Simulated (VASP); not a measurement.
Cr:

```
Cr
1.0
     2.01021   -3.40693    0.00000
     2.01021    3.40693    0.00000
     0.00000    0.00000    4.02577
Cr
4
Direct
  0.15250 0.84750 0.07850
  0.65250 0.34750 0.42150
  0.84750 0.15250 0.92150
  0.34750 0.65250 0.57850
```

| Property | Result |
| --- | --- |
| Program | VASP 6.6.1 |
| Task | relaxation of cell and atoms |
| Functional | PBEsol |
| Potentials or basis | VASP PAW PBE potentials, release 64 (Cr_pv) |
| Cutoff | 600 eV |
| k mesh | 6 × 6 × 4 |
| Occupations | gaussian, width 0.1 eV |
| Spin | no spin polarisation |

At the start: pressure -8.8 GPa; volume 13.79 Å³/atom.

Q: How do energy, volume and symmetry change on relaxing?

A: Over 31 steps the energy falls by 578.9 meV/atom and the volume is 11.58 Å³/atom (-16.0 %); space group Fmmm (No. 69, to 0.05 Å).

The path:
| step | energy change (eV) | largest force (eV/Å) | pressure (GPa) | volume (Å³) |
| --- | --- | --- | --- | --- |
| 1 | 0.0000 | 0.8588 | -8.75 | 55.14 |
| 2 | -0.1364 | 0.9451 | 15.07 | 49.30 |
| 3 | -0.2187 | 0.5756 | 4.74 | 51.36 |
| 4 | -0.3963 | 0.7055 | 2.16 | 51.98 |
| 5 | -0.4580 | 0.9533 | 0.74 | 52.51 |
| 6 | -0.6170 | 0.5830 | -6.49 | 53.40 |
| 7 | -0.7104 | 0.6168 | -12.21 | 54.10 |
| 8 | -0.9624 | 0.3875 | -22.49 | 55.22 |
| 9 | -0.8578 | 0.4654 | -30.81 | 56.18 |
| 10 | -1.0726 | 0.2083 | -25.94 | 55.55 |
| 11 | -1.0964 | 0.1946 | -26.24 | 55.53 |
| 12 | -1.1614 | 0.2133 | -27.04 | 55.45 |
| 13 | -1.2453 | 0.3776 | -28.14 | 55.24 |
| 14 | -1.3180 | 0.3742 | -27.35 | 54.83 |
| 15 | -1.5218 | 0.3638 | -24.78 | 53.63 |
| 16 | -1.8587 | 0.3405 | -18.57 | 51.26 |
| 17 | -2.1834 | 0.2735 | -0.76 | 46.73 |
| 18 | -2.1853 | 0.2653 | 1.22 | 46.35 |
| 19 | -2.2011 | 0.2248 | 1.21 | 46.33 |
| 20 | -2.2412 | 0.1087 | 1.23 | 46.27 |
| 21 | -2.2901 | 0.1820 | 1.56 | 46.12 |
| 22 | -2.2336 | 0.6576 | 4.86 | 45.72 |
| 23 | -2.2952 | 0.3236 | 2.10 | 46.04 |
| 24 | -2.3067 | 0.2201 | -0.06 | 46.41 |
| 25 | -2.3095 | 0.1415 | -1.66 | 46.70 |
| 26 | -2.3134 | 0.0797 | -0.63 | 46.47 |
| 27 | -2.3141 | 0.0606 | 0.03 | 46.35 |
| 28 | -2.3145 | 0.0563 | 0.04 | 46.34 |
| 29 | -2.3153 | 0.0476 | 0.04 | 46.32 |
| 30 | -2.3153 | 0.0463 | 0.12 | 46.31 |
| 31 | -2.3157 | 0.0325 | -0.01 | 46.33 |

Final structure:
```yaml
crystal:
  lattice:
    - [1.97244, -4.29826, 0.00000]
    - [1.97244, 4.29826, 0.00000]
    - [0.00000, 0.00000, 2.73241]
  atoms:
    - { symbol: Cr, position: [0.13169, 0.86831, 0.00212] }
    - { symbol: Cr, position: [0.63169, 0.36831, 0.49788] }
    - { symbol: Cr, position: [0.86831, 0.13169, 0.99788] }
    - { symbol: Cr, position: [0.36831, 0.63169, 0.50212] }
```

Caveat: the k points lie up to 0.57 Å⁻¹ apart in the final cell; the volume moved by over 15 % at a fixed basis, so the end points are rough; the PAW data sets were made with another functional, which shifts forces and pressure a little; the run has no spin polarisation, though such a crystal can be magnetic.
